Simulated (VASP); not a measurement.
Input of a VASP 6.6.1 run:

The input INCAR:

```
PREC = Accurate
ENCUT = 600
EDIFF = 1E-6
ISMEAR = 0
SIGMA = 0.01
LREAL = F
LASPH = T
NELM = 60
ALGO = Normal
ISIF = 3
LWAVE = F
LCHARG = F
GGA = PE
IBRION = 2
NSW = 80
EDIFFG = -0.002
PSTRESS = 386.0
```

Contents of KPOINTS:

```
regular mesh
0
Gamma
  8 8 8
```

Contents of POSCAR:

```
CO2
1.0
   -1.8081000000      1.8081000000      2.9017000000
    1.8081000000     -1.8081000000      2.9017000000
    1.8081000000      1.8081000000     -2.9017000000
C O
2 4
Direct
    0.0000000000      0.0000000000      0.0000000000
    0.7500000000      0.2500000000      0.5000000000
    0.3750000000      0.3950000000      0.5200000000
    0.6050000000      0.1250000000      0.9800000000
    0.8750000000      0.8550000000      0.4800000000
    0.1450000000      0.6250000000      0.0200000000
```

Potentials or basis: VASP PAW PBE potentials, release 64 (C, O).

Run with:

```sh
$ cat potpaw_PBE.64/C/POTCAR potpaw_PBE.64/O/POTCAR > POTCAR
$ mpirun -np 1 vasp_std > vasp.out
```

(1) Estimate the relaxed cell.

(2) What does it give for the space group after relaxing (to 0.1 Å)?

Answers

(1) a = 3.917 Å, b = 3.917 Å, c = 3.917 Å, α = 125.12°, β = 125.12°, γ = 81.33°.

(2) I-42d (No. 122).
